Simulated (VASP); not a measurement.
# Mg8HO8 (a cell with a defect) in VASP: further runs

Mg8HO8 (a cell with a defect) is run at these levels: PBE+D3(BJ); tasks: single point.

Everything below comes from runs of VASP 6.6.1. Logs are shortened: lines on timing, memory, paths and dates and some standing lists are left out, and cuts for length are marked.

### Step 1. The cell of the first run

The cell holds a defect, 17 atoms: a = 6.039 Å, b = 6.039 Å, c = 6.039 Å, α = 60.00°, β = 60.00°, γ = 60.00°.

### Step 2. Single point, PBE+D3(BJ), collinear spin

The input, INCAR:

```
SYSTEM = Mg8HO8
ALGO     = Normal         ! electronic algorithm
EDIFF    = 1E-6           ! SCF threshold, eV
ENCUT    = 520            ! plane-wave cutoff, eV
GGA      = PE             ! functional
ISIF     = 2              ! what is computed and relaxed
ISMEAR   = 0              ! smearing method
ISPIN    = 2              ! spin polarisation
IVDW     = 12             ! dispersion correction
LASPH    = .True.         ! aspherical terms in the spheres
LCHARG   = .False.        ! write CHGCAR
LORBIT   = 11             ! projections on sites
LREAL    = Auto         
LWAVE    = .False.        ! write WAVECAR
MAGMOM   = 0 0 0 0 0 0 0 0 0 0 0 0 0 0 0 0 1 ! initial moments
NBANDS   = 50             ! bands
NELM     = 150            ! most SCF steps
PREC     = Accurate       ! precision mode
SIGMA    = 0.05           ! smearing width, eV
```

The input, KPOINTS:

```
k-points
0
Gamma
  3 3 3
  0 0 0
```

The input, POSCAR:

```
Mg8HO8
1.0
    0.0000000000      4.2703000000      4.2703000000
    4.2703000000      0.0000000000      4.2703000000
    4.2703000000      4.2703000000      0.0000000000
Mg O H
8 8 1
Direct
    0.0009806440      0.0018854141     -0.0049968493
    0.0009608973      0.0018656473      0.5017595742
   -0.0017030947      0.5005231719      0.0004206059
    0.0009751207      0.4951258077      0.5017738086
    0.4996635897     -0.0008789242      0.0004385578
    0.4940956287      0.0019217258      0.5018156850
    0.4996687713      0.5005456613      0.0004432913
    0.4996613857      0.5005389628      0.4990248473
    0.2489489385      0.2498170150      0.2511826502
    0.2489478404      0.2498163580      0.7497147099
    0.2664140632      0.7444856487      0.2443866342
    0.2489484703      0.7512852943      0.7497150890
    0.7436109077      0.2673476950      0.2443573630
    0.7503999395      0.2498225178      0.7497211260
    0.7436013353      0.7444465305      0.2443476310
    0.7436147093      0.7444601680      0.7672371414
    0.8740734530      0.8752455059      0.3751056344
```

Potentials or basis: VASP PAW PBE potentials, release 64 (Mg, O, H).

Launch:

```sh
$ cat potpaw_PBE.64/Mg/POTCAR potpaw_PBE.64/O/POTCAR potpaw_PBE.64/H/POTCAR > POTCAR
$ mpirun -np 1 vasp_std > vasp.out
```

OUTCAR:

```text
SYSTEM = Mg8HO8
   EDIFF = 1E-6
   ENCUT = 520
   GGA = PE
   ISIF = 2
   ISMEAR = 0
   ISPIN = 2
   IVDW = 12
   LASPH = .True.
   LORBIT = 11
   LREAL = Auto
   NELM = 150
   PREC = Accurate
 IVDW          = 12

 ion  position               nearest neighbor table
   1  0.001  0.002  0.995-  17 1.87  14 2.12  12 2.12  10 2.12  11 2.20  13 2.20  15 2.20   6 2.98
                             4 2.98   2 2.98   5 3.02   7 3.02   3 3.02   3 3.02   7 3.02   5 3.02
   2  0.001  0.002  0.502-  17 1.87  14 2.12   9 2.12  12 2.12  16 2.20  11 2.20  13 2.20   6 2.98
                             1 2.98   4 2.98   8 3.02   5 3.02   3 3.02   3 3.02   5 3.02   8 3.02
   3  0.998  0.501  0.000-  15 2.08  13 2.08  16 2.08  10 2.14  12 2.14   9 2.14   7 3.01   5 3.01
                             8 3.01   4 3.02   1 3.02   2 3.02   2 3.02   1 3.02   4 3.02   8 3.03
   4  0.001  0.495  0.502-  17 1.87  14 2.12   9 2.12  10 2.12  16 2.20  11 2.20  15 2.20   6 2.98
                             1 2.98   2 2.98   8 3.02   7 3.02   3 3.02   3 3.02   7 3.02   8 3.02
   5  0.500  0.999  0.000-  15 2.08  16 2.08  11 2.08  14 2.14  10 2.14   9 2.14   7 3.01   8 3.01
                             3 3.01   1 3.02   2 3.02   6 3.02   6 3.02   2 3.02   1 3.02   3 3.03
   6  0.494  0.002  0.502-  17 1.87   9 2.12  12 2.12  10 2.12  16 2.20  13 2.20  15 2.20   1 2.98
                             4 2.98   2 2.98   5 3.02   8 3.02   7 3.02   7 3.02   8 3.02   5 3.02
   7  0.500  0.501  0.000-  13 2.08  16 2.08  11 2.08  14 2.14   9 2.14  12 2.14   5 3.01   8 3.01
                             3 3.01   1 3.02   4 3.02   6 3.02   6 3.02   4 3.02   1 3.02   3 3.03
   8  0.500  0.501  0.499-  15 2.08  13 2.08  11 2.08  14 2.14  10 2.14  12 2.14   7 3.01   5 3.01
                             3 3.01   4 3.02   2 3.02   6 3.02   6 3.02   2 3.02   4 3.02   3 3.03
   9  0.249  0.250  0.251-   6 2.12   4 2.12   2 2.12   3 2.14   5 2.14   7 2.14
  10  0.249  0.250  0.750-   6 2.12   1 2.12   4 2.12   3 2.14   8 2.14   5 2.14
  11  0.266  0.744  0.244-   7 2.08   5 2.08   8 2.08   2 2.20   4 2.20   1 2.20
  12  0.249  0.751  0.750-   6 2.12   1 2.12   2 2.12   3 2.14   8 2.14   7 2.14
  13  0.744  0.267  0.244-   7 2.08   8 2.08   3 2.08   2 2.20   1 2.20   6 2.20
  14  0.750  0.250  0.750-   1 2.12   4 2.12   2 2.12   8 2.14   5 2.14   7 2.14
  15  0.744  0.744  0.244-   5 2.08   8 2.08   3 2.08   4 2.20   1 2.20   6 2.20
  16  0.744  0.744  0.767-   7 2.08   5 2.08   3 2.08   2 2.20   4 2.20   6 2.20
  17  0.874  0.875  0.375-   6 1.87   1 1.87   4 1.87   2 1.87

  LATTYP: Found a face centered cubic cell.
 ALAT       =     8.5406000000

  Lattice vectors:

 A1 = (   0.0000000000,   4.2703000000,   4.2703000000)
 A2 = (   4.2703000000,   0.0000000000,   4.2703000000)
 A3 = (   4.2703000000,   4.2703000000,   0.0000000000)

Analysis of symmetry for initial positions (statically):
=====================================================================
 Subroutine PRICEL returns:
 Original cell was already a primitive cell.

 Routine SETGRP: Setting up the symmetry group for a
 face centered cubic supercell.

 Subroutine GETGRP returns: Found  1 space group operations
 (whereof  1 operations were pure point group operations)
 out of a pool of 48 trial point group operations.
[... 207 lines left out ...]
  band No.  band energies     occupation
      1     -14.2158      1.00000
      2     -13.0463      1.00000
      3     -12.9873      1.00000
      4     -12.9871      1.00000
      5     -12.9867      1.00000
      6     -12.7399      1.00000
[... 647 lines left out ...]
     43      13.9052      0.00000
     44      14.1600      0.00000
 Fermi energy:         5.7835302387

 spin component 2

 k-point     1 :       0.0000    0.0000    0.0000
  band No.  band energies     occupation
      1     -14.1302      1.00000
      2     -12.9459      1.00000
      3     -12.9458      1.00000
      4     -12.9455      1.00000
      5     -12.9394      1.00000
      6     -12.6021      1.00000
[... 647 lines left out ...]
     43      13.9806      0.00000
     44      14.1851      0.00000
 [bands above 44 left out]

------------------------ aborting loop because EDIFF is reached ----------------------------------------

 Edisp (eV)   -4.66522

 E8    (eV) :    -1.8079

  FORCE on cell =-STRESS in cart. coord.  units (eV):
  Direction    XX          YY          ZZ          XY          YZ          ZX
  --------------------------------------------------------------------------------------
  -------------------------------------------------------------------------------------
  Total      -1.68582    -1.69142    -1.68966     0.00216    -0.00206     0.00181
  in kB     -17.34266   -17.40026   -17.38219     0.02225    -0.02118     0.01862
  external pressure =      -17.38 kB  Pullay stress =        0.00 kB

 VOLUME and BASIS-vectors are now :
 -----------------------------------------------------------------------------
  energy-cutoff  :      520.00
  volume of cell :      155.74
      direct lattice vectors                 reciprocal lattice vectors
     0.000000000  4.270300000  4.270300000    -0.117087792  0.117087792  0.117087792
     4.270300000  0.000000000  4.270300000     0.117087792 -0.117087792  0.117087792
     4.270300000  4.270300000  0.000000000     0.117087792  0.117087792 -0.117087792

 POSITION                                       TOTAL-FORCE (eV/Angst)
 -----------------------------------------------------------------------------------
      4.25701      4.25315      0.01224         0.014131      0.014892     -0.013979
      2.15063      2.14677      0.01207        -0.013739     -0.013340     -0.013282
      2.13918      4.26482      6.40041         0.004331     -0.004657     -0.004780
      4.25706      2.14689      2.11850         0.013813     -0.013775      0.014726
      4.26842      2.13559      6.40026        -0.003070      0.002793     -0.002247
      2.15111      4.25284      2.11814        -0.015331      0.015543      0.015605
[... 9 lines left out ...]
      6.45540      6.45179      6.35453        -0.000405     -0.001167      0.000556
      5.33937      5.33437      7.47012        -0.000676      0.001456      0.001293
 -----------------------------------------------------------------------------------
    total drift:                                0.001400     -0.000540     -0.001950

  FREE ENERGIE OF THE ION-ELECTRON SYSTEM (eV)
  ---------------------------------------------------
  free  energy   TOTEN  =       -99.5188866232 eV

  energy  without entropy=      -99.5164776970  energy(sigma->0) =      -99.51768216

 total charge

# of ion       s       p       d       tot
------------------------------------------
    1        0.143   0.168   0.073   0.384
    2        0.143   0.168   0.073   0.384
    3        0.147   0.174   0.077   0.398
    4        0.143   0.168   0.073   0.384
    5        0.147   0.174   0.077   0.398
    6        0.143   0.168   0.073   0.384
[... 9 lines left out ...]
   16        1.553   3.520   0.000   5.073
   17        0.544   0.017   0.000   0.561
--------------------------------------------------
tot         14.080  29.631   0.599  44.309

 magnetization (x)

# of ion       s       p       d       tot
------------------------------------------
    1       -0.001   0.001   0.002   0.003
    2       -0.001   0.001   0.002   0.003
    3        0.000   0.001   0.001   0.002
    4       -0.001   0.001   0.002   0.003
    5        0.000   0.001   0.001   0.002
    6       -0.001   0.001   0.002   0.003
[... 9 lines left out ...]
   16        0.009   0.096   0.000   0.105
   17        0.256   0.001   0.000   0.257
--------------------------------------------------
tot          0.289   0.392   0.012   0.694
```

OSZICAR:

```text
N       E                     dE             d eps       ncg     rms          rms(c)
DAV:   1     0.312892275161E+03    0.31289E+03   -0.31899E+04  2872   0.119E+03
DAV:   2    -0.846859711626E+02   -0.39758E+03   -0.38385E+03  3588   0.258E+02
DAV:   3    -0.106614096591E+03   -0.21928E+02   -0.21808E+02  3440   0.616E+01
DAV:   4    -0.106760311977E+03   -0.14622E+00   -0.14605E+00  3332   0.570E+00
DAV:   5    -0.106761108641E+03   -0.79666E-03   -0.79653E-03  3286   0.424E-01    0.203E+01
DAV:   6    -0.945958756418E+02    0.12165E+02   -0.42980E+01  3052   0.292E+01    0.644E+00
DAV:   7    -0.948837103373E+02   -0.28783E+00   -0.16317E+00  3092   0.541E+00    0.412E+00
DAV:   8    -0.948491049677E+02    0.34605E-01   -0.86429E-01  3214   0.445E+00    0.130E+00
DAV:   9    -0.948535584608E+02   -0.44535E-02   -0.79274E-02  3344   0.127E+00    0.463E-01
DAV:  10    -0.948528702831E+02    0.68818E-03   -0.10835E-02  3374   0.494E-01    0.225E-01
DAV:  11    -0.948533476103E+02   -0.47733E-03   -0.51203E-04  3400   0.114E-01    0.119E-01
DAV:  12    -0.948536593546E+02   -0.31174E-03   -0.79529E-04  3264   0.117E-01    0.361E-02
DAV:  13    -0.948536664408E+02   -0.70862E-05   -0.45495E-05  3494   0.446E-02    0.149E-02
DAV:  14    -0.948536655148E+02    0.92596E-06   -0.30481E-05  3436   0.338E-02    0.939E-03
DAV:  15    -0.948536649029E+02    0.61193E-06   -0.37393E-06  2902   0.112E-02
   1 F= -.99518887E+02 E0= -.99517682E+02  d E =-.240893E-02  mag=     0.9259
```

stdout:

```text
POSCAR found type information on POSCAR MgO H
 POSCAR found :  3 types and      17 ions
 scaLAPACK will be used
 LDA part: xc-table for (Slater+PW92), standard interpolation
 POSCAR, INCAR and KPOINTS ok, starting setup
 FFT: planning ... GRIDC
 FFT: planning ... GRID_SOFT
 FFT: planning ... GRID
 WAVECAR not read
 entering main loop
```

It took 5.6 min on 1 thread of Intel Xeon 6975P-C (Granite Rapids), shared host; peak memory 0.47 GiB.

What came out:

```
Free energy                                           : -99.5189 eV
Pressure                                              : -1.7 GPa
Largest force                                         : 0.030 eV/Å
Net moment                                            : 0.93 μB per cell
Site moments                                          : Mg +0.00; O -0.00, +0.10 (each value once); H +0.26 μB
Valence electrons inside the program's atomic spheres : Mg 0.38, 0.40 (each value once); O 5.08, 5.07 (each value once); H 0.56
Dispersion energy per atom                            : -0.274 eV
```

Forces on the atoms (eV/Å):
```
Mg   0.014  0.015 -0.014
Mg  -0.014 -0.013 -0.013
Mg   0.004 -0.005 -0.005
Mg   0.014 -0.014  0.015
Mg  -0.003  0.003 -0.002
Mg  -0.015  0.016  0.016
Mg   0.002  0.003  0.003
Mg  -0.003 -0.003  0.003
O   -0.017 -0.017  0.016
O    0.018  0.017  0.017
O    0.001 -0.001 -0.001
O   -0.017  0.016 -0.017
O    0.000  0.001 -0.001
O    0.018 -0.017 -0.017
O    0.000  0.000  0.000
O    0.000 -0.001  0.001
H   -0.001  0.001  0.001
```

Levels at points of the mesh, in eV from the Fermi level:
Spin up:
```csv
k point,band 31,band 32,band 33,band 34,band 35,band 36
"(0.00, 0.00, 0.00)",-2.89,-2.89,-1.58,2.02,4.75,4.75
```
Spin down:
| k point | band 30 | band 31 | band 32 | band 33 | band 34 | band 35 |
| --- | --- | --- | --- | --- | --- | --- |
| (0.00, 0.00, 0.00) | -2.78 | -2.78 | -2.78 | -0.31 | 2.19 | 4.77 |

Caveat: the k points lie up to 0.42 Å⁻¹ apart; a moment this small can come from the mesh or the smearing.

### Step 3. Single point, PBE+D3(BJ), collinear spin

The input, INCAR:

```
SYSTEM = Mg8HO8
ALGO = Normal
EDIFF = 1E-7
ENCUT = 520
GGA = PE
ISIF = 2
ISMEAR = 0
ISPIN = 2
IVDW = 12
LASPH = .TRUE.
LCHARG = .FALSE.
LORBIT = 11
LREAL = Auto
LWAVE = .FALSE.
MAGMOM = 0 0 0 0 0 0 0 0 0 0 0 0 0 0 0 0 1
NBANDS = 50
NELM = 150
PREC = Accurate
SIGMA = 0.05
```

The input, KPOINTS:

```
k-points
0
G
  3 3 3
  0 0 0
```

The input, POSCAR:

```
Mg8HO8
1.0
    0.0000000000      4.2703000000      4.2703000000
    4.2703000000      0.0000000000      4.2703000000
    4.2703000000      4.2703000000      0.0000000000
Mg O H
8 8 1
Direct
    0.0050785311     -0.0015604009     -0.0021613345
   -0.0004240641      0.0011720048      0.4992380240
   -0.0004351605      0.4998056014      0.0006270857
   -0.0004202213      0.4998208407      0.4992417719
    0.4981668498     -0.0015838828     -0.0021846395
    0.4982118314     -0.0015388254      0.5046622195
    0.4981770088      0.5053676495     -0.0021745419
    0.5009449764      0.4998122377      0.4992335324
    0.2327629907      0.2558690561      0.2553084301
    0.2503025896      0.2489939218      0.7499656059
    0.2503043308      0.7505441012      0.2484116314
    0.2503012672      0.7505407876      0.7499644511
    0.7556196915      0.2558530329      0.2552921873
    0.7556501557      0.2558833621      0.7323926871
    0.7556266900      0.7330235874      0.2552992362
    0.7487508849      0.7505433802      0.7499665773
    0.6248879081      1.1252181455      0.1244093560
```

Potentials or basis: VASP PAW PBE potentials, release 64 (Mg, O, H).

Launch:

```sh
$ cat potpaw_PBE.64/Mg/POTCAR potpaw_PBE.64/O/POTCAR potpaw_PBE.64/H/POTCAR > POTCAR
$ mpirun -np 1 vasp_std > vasp.out
```

Wall time 6.5 min (1 thread of Intel Xeon 6975P-C (Granite Rapids), shared host); peak memory 0.48 GiB.

Results (log left out):

```
Free energy                                           : -99.5188 eV
Pressure                                              : -1.7 GPa
Largest force                                         : 0.036 eV/Å
Net moment                                            : 0.93 μB per cell
Site moments                                          : Mg +0.00; O +0.10, -0.00 (each value once); H +0.26 μB
Valence electrons inside the program's atomic spheres : Mg 0.38, 0.40 (each value once); O 5.07, 5.08 (each value once); H 0.56
Dispersion energy per atom                            : -0.274 eV
```

Forces on the atoms (eV/Å):
```
Mg   0.020 -0.020 -0.020
Mg   0.006 -0.007  0.006
Mg   0.006  0.006 -0.006
Mg  -0.007 -0.007 -0.007
Mg   0.021  0.021  0.021
Mg  -0.019 -0.019  0.019
Mg  -0.020  0.021 -0.020
Mg  -0.005  0.006  0.006
O    0.000  0.001  0.000
O    0.019 -0.020  0.019
O    0.020  0.020 -0.020
O   -0.019 -0.020 -0.018
O   -0.001 -0.001 -0.001
O   -0.001  0.000  0.001
O    0.000  0.000  0.001
O   -0.020  0.019  0.020
H    0.001  0.001  0.000
```

Levels at points of the mesh, in eV from the Fermi level:
Spin up:
```
           k point  band 29  band 30  band 31  band 32  band 33  band 34  band 35  band 36  band 37  band 38
(0.00, 0.00, 0.00)    -3.47    -2.90    -2.90    -2.90    -1.58     2.01     4.74     4.74     4.74     5.45
```
Spin down:
```
           k point  band 29  band 30  band 31  band 32  band 33  band 34  band 35  band 36
(0.00, 0.00, 0.00)    -3.41    -2.79    -2.79    -2.79    -0.31     2.18     4.76     4.76
```

Caveat: the k points lie up to 0.42 Å⁻¹ apart; a moment this small can come from the mesh or the smearing.

### Step 4. Single point, PBE+D3(BJ), collinear spin

The input, INCAR:

```
ALGO = Normal
EDIFF = 1E-7
ENCUT = 520
GGA = PE
ISIF = 2
ISMEAR = 0
ISPIN = 2
IVDW = 12
LASPH = T
LCHARG = T
LELF = T
LORBIT = 11
LREAL = Auto
LVHAR = T
LWAVE = F
MAGMOM = 0 0 0 0 0 0 0 0 0 0 0.11 0 0.11 0 0.11 0.11 0.39
NBANDS = 50
NELM = 150
PREC = Accurate
SIGMA = 0.05
```

The input, KPOINTS:

```
k-points
0
Gamma
  3 3 3
```

The input, POSCAR:

```
Mg8HO8
1.0
    0.0000000000      4.2703000000      4.2703000000
    4.2703000000      0.0000000000      4.2703000000
    4.2703000000      4.2703000000      0.0000000000
Mg O H
8 8 1
Direct
    0.0009807273      0.0018853476     -0.0049968386
    0.0009608224      0.0018656769      0.5017595953
   -0.0017031590      0.5005231483      0.0004205794
    0.0009752242      0.4951257523      0.5017737630
    0.4996634897     -0.0008788610      0.0004386109
    0.4940956139      0.0019217619      0.5018156804
    0.4996688757      0.5005456291      0.0004432944
    0.4996614992      0.5005389551      0.4990247758
    0.2489489029      0.2498169918      0.2511827038
    0.2489478491      0.2498164063      0.7497147741
    0.2664140693      0.7444856333      0.2443865771
    0.2489484345      0.7512852727      0.7497151254
    0.7436109875      0.2673477273      0.2443573051
    0.7503999719      0.2498224949      0.7497210969
    0.7436012692      0.7444466431      0.2443475868
    0.7436147343      0.7444601082      0.7672371964
    0.8740734843      0.8752455331      0.3751054961
```

Launch:

```sh
$ cat potpaw_PBE.64/Mg/POTCAR potpaw_PBE.64/O/POTCAR potpaw_PBE.64/H/POTCAR > POTCAR
$ mpirun -np 1 vasp_std > vasp.out
```

Run time: 5 min. Hardware: 1 thread of Intel Xeon 6975P-C (Granite Rapids), shared host; peak memory 0.47 GiB.

It converged, with:

| Quantity | Value |
| --- | --- |
| Free energy | -99.5189 eV |
| Pressure | -1.7 GPa |
| Largest force | 0.030 eV/Å |
| Net moment | 0.93 μB per cell |
| Site moments | Mg +0.00; O -0.00, +0.10 (each value once); H +0.26 μB |
| Valence electrons inside the program's atomic spheres | Mg 0.38, 0.40 (each value once); O 5.08, 5.07 (each value once); H 0.56 |
| Dispersion energy per atom | -0.274 eV |

Forces in eV/Å, atoms in the order of the input:
```
Mg   0.014  0.015 -0.014
Mg  -0.014 -0.013 -0.013
Mg   0.004 -0.005 -0.005
Mg   0.014 -0.014  0.015
Mg  -0.003  0.003 -0.002
Mg  -0.015  0.016  0.016
Mg   0.002  0.003  0.003
Mg  -0.003 -0.003  0.003
O   -0.017 -0.017  0.016
O    0.018  0.017  0.017
O    0.000 -0.001 -0.001
O   -0.017  0.016 -0.017
O    0.000  0.001 -0.001
O    0.018 -0.017 -0.017
O    0.000  0.000  0.000
O    0.000 -0.001  0.000
H   -0.001  0.001  0.001
```

Levels at points of the mesh, in eV from the Fermi level:
Spin up:
| k point | band 30 | band 31 | band 32 | band 33 | band 34 | band 35 | band 36 | band 37 |
| --- | --- | --- | --- | --- | --- | --- | --- | --- |
| (0.00, 0.00, 0.00) | -2.89 | -2.89 | -2.89 | -1.58 | 2.02 | 4.74 | 4.74 | 4.74 |
Spin down:
```tsv
k point	band 28	band 29	band 30	band 31	band 32	band 33	band 34	band 35	band 36	band 37
(0.00, 0.00, 0.00)	-3.41	-3.41	-2.78	-2.78	-2.78	-0.31	2.19	4.77	4.77	4.77
```

Caveat: the k points lie up to 0.42 Å⁻¹ apart; a moment this small can come from the mesh or the smearing.
